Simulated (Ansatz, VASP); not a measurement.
Two plane-wave programs on CdS

The input POSCAR:

```
CdS
1.0
    0.0000000000      2.8770830059      2.8770830059
    2.8770830059      0.0000000000      2.8770830059
    2.8770830059      2.8770830059      0.0000000000
Cd S
1 1
Direct
    0.0000000000      0.0000000000      0.0000000000
    0.7500000000      0.7500000000      0.7500000000
```

INCAR.step1

```
ALGO     = Normal         # electronic algorithm
EDIFF    = 1E-5           # SCF threshold, eV
ENCUT    = 520            # plane-wave cutoff, eV
GGA      = PE             # functional
ISIF     = 2              # what is computed and relaxed
ISMEAR   = -1             # smearing method
LASPH    = True           # aspherical terms in the spheres
LCHARG   = False          # write CHGCAR
LREAL    = False          # projectors in reciprocal space
LWAVE    = True           # write WAVECAR
NBANDS   = 16             # bands
NELM     = 60             # most SCF steps
PREC     = Accurate       # precision mode
SIGMA    = 0.05           # smearing width, eV
```

INCAR.step2

```
AEXX     = 0.25           # exact-exchange fraction
ALGO     = Normal         # electronic algorithm
EDIFF    = 1E-6           # SCF threshold, eV
ENCUT    = 520            # plane-wave cutoff, eV
ISIF     = 2              # what is computed and relaxed
ISMEAR   = -1             # smearing method
ISTART   = 1            
LASPH    = True           # aspherical terms in the spheres
LCHARG   = False          # write CHGCAR
LHFCALC  = True           # exact exchange
LMIXTAU  = True         
LREAL    = False          # projectors in reciprocal space
LWAVE    = False          # write WAVECAR
METAGGA  = R2SCAN         # meta-GGA
NBANDS   = 16             # bands
NELM     = 60             # most SCF steps
PREC     = Accurate       # precision mode
PRECFOCK = Normal       
SIGMA    = 0.05           # smearing width, eV
```

The input KPOINTS:

```
k-points
0
Gamma
  4 4 4
```

The input input.yaml:

```yaml
crystal:
  lattice:
    - [0.0, 2.8770830059, 2.8770830059]
    - [2.8770830059, 0.0, 2.8770830059]
    - [2.8770830059, 2.8770830059, 0.0]
  atoms:
    - { symbol: Cd, position: [0.0, 0.0, 0.0] }
    - { symbol: S, position: [0.75, 0.75, 0.75] }
hamiltonian:
  xc: r2scan0
  pseudopotentials: { kind: paw }
kpoints:
  mp_grid: { grid: [4, 4, 4] }
scf:
  occupations: { method: fermi_dirac, width: 0.05 }
output:
  forces: true
  stress: true
  eigenvalues: true
```

Alike in both runs: task single point; functional r2SCAN0; k mesh 4 × 4 × 4; occupations fermi-dirac, width 0.05 eV; no spin polarisation.

```csv
,VASP,Ansatz
version,VASP 6.6.1,Ansatz 0.2.0
potentials or method,"VASP PAW PBE potentials, release 64 (Cd, S)",Ansatz PAW
plane-wave cutoff (eV),520,500
valence electrons in the cell,18,26
```

Ansatz gave:

* gap on the k mesh at the Fermi level (eV): 3.22
* least direct gap on the mesh (eV): 3.22
* pressure (GPa): 4.1

Question: Estimate VASP's values.

Answer: gap on the k mesh at the Fermi level (eV): 3.26; least direct gap on the mesh (eV): 3.26; pressure (GPa): 4.3.

VASP's potentials were made for PBE, not for r2SCAN0. With one functional, cell and mesh, what is left measures potentials, basis and numerics. VASP's potentials hold 18 valence electrons a cell and Ansatz's 26, so a difference there can come from the potentials and not from the codes.

The k mesh is coarse, so the values compare programs but aren't converged.
